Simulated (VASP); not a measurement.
Ba: relaxation of shape and atoms at fixed volume with PBEsol

Crystal: Ba.

```
CELL_PARAMETERS angstrom
3.66714 0.00000 0.00000
-1.83357 3.17583 0.00000
0.00000 0.00000 5.98322
ATOMIC_POSITIONS crystal
Ba 0.33333 0.66667 0.25000
Ba 0.66667 0.33333 0.75000
```

This isn't the form of Ba at room conditions, which is bcc.

* Program: VASP 6.6.1
* Task: relaxation of shape and atoms at fixed volume
* Functional: PBEsol
* Potentials or basis: VASP PAW PBE potentials, release 64 (Ba_sv)
* Cutoff: 600 eV
* k mesh: 10 × 10 × 6
* Occupations: fermi-dirac, width 0.08 eV
* Spin: no spin polarisation
* Dipole correction: no
* Further INCAR settings: ALGO = Normal; EDIFF = 1e-07; IBRION = 2; EDIFFG = -0.005; NSW = 50; ISIF = 4

```yaml
Energy_gained_by_relaxing: 16.6 meV/atom
Ionic_steps: 4
Pressure_after_relaxing: 8.4 GPa
Band_gap_on_the_k_mesh: zero (bands 10 and 11 overlap by 0.93 eV)
```

Step by step:
```
step  energy change (eV)  largest force (eV/Å)  pressure (GPa)  volume (Å³)
   1              0.0000                0.0000            8.75        69.68
   2             -0.0207                0.0000            8.63        69.68
   3             -0.0329                0.0000            8.46        69.68
   4             -0.0333                0.0000            8.44        69.68
```

Final structure:
```cif
data_structure
_symmetry_space_group_name_H-M 'P 1'
_symmetry_Int_Tables_number 1
_cell_length_a 3.7625
_cell_length_b 3.7625
_cell_length_c 5.6837
_cell_angle_alpha 90.000
_cell_angle_beta 90.000
_cell_angle_gamma 120.000
_cell_volume 69.68
loop_
_atom_site_label
_atom_site_type_symbol
_atom_site_fract_x
_atom_site_fract_y
_atom_site_fract_z
_atom_site_occupancy
Ba1 Ba 0.33333 0.66667 0.25000 1
Ba2 Ba 0.66667 0.33333 0.75000 1
```

Levels at points of the mesh, in eV from the Fermi level:
| k point | band 8 | band 9 | band 10 | band 11 | band 12 | band 13 |
| --- | --- | --- | --- | --- | --- | --- |
| (0.00, 0.00, 0.00) | -12.32 | -2.51 | -1.62 | 1.91 | 1.91 | 2.79 |
| (0.50, 0.00, 0.00) | -12.72 | -1.63 | -0.69 | -0.53 | 1.43 | 2.64 |
| (0.00, 0.00, 0.50) | -12.75 | -1.10 | -1.10 | 1.74 | 1.74 | 1.74 |
| (0.50, 0.00, 0.50) | -12.98 | -1.37 | -1.37 | 0.22 | 0.22 | 3.62 |

It took 2.1 min on 1 thread of Oxide Virtual Turin-like Processor (shared host), peak memory 0.21 GiB.

Caveat: the PAW data sets were made with another functional, which shifts forces and pressure a little; spin-orbit coupling is left out, which moves the levels of the heavy elements.
